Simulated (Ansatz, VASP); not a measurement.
## Zn2SiN: VASP beside Ansatz

```
Zn Si N
1.0
     3.08262    0.00000    0.00000
    -1.54131    2.66963    0.00000
     0.00000    0.00000    6.50658
Zn Si N
2 1 1
Direct
  0.33333 0.66667 0.17345
  0.66667 0.33333 0.82655
  0.00000 0.00000 0.50000
  0.00000 0.00000 0.00000
```

Change from the starting cell: species swapped into the GdAgSe2 type (P-3m1, No. 164).

Alike in both runs: functional PBE; k mesh 6 × 6 × 4; occupations gaussian, width 0.1 eV; no spin polarisation.

Ansatz relaxed the structure, and its values are those at the end. VASP's run is a single point on that final structure, the one shown.

```csv
,VASP,Ansatz
version,VASP 6.6.1,Ansatz 0.2.0
potentials or method,"VASP PAW PBE potentials, release 64 (Zn, Si, N), cutoff 600 eV","scalar-relativistic, plane waves, PAW"
valence electrons in the cell,33,33
```

Ansatz gave:

| Quantity | Value |
| --- | --- |
| gap on the k mesh at the Fermi level (eV) | none |
| pressure (GPa) | 0.0 |
| rms of the force components (eV/Å) | 0.001 |

Problem. What did VASP give for the same quantities?

Solution. gap on the k mesh at the Fermi level (eV): none; pressure (GPa): 0.4; rms of the force components (eV/Å): 0.019.

A gap of «none» marks a metal or a gap that the smearing closes.

The k mesh is coarse, so the values compare programs but aren't converged.
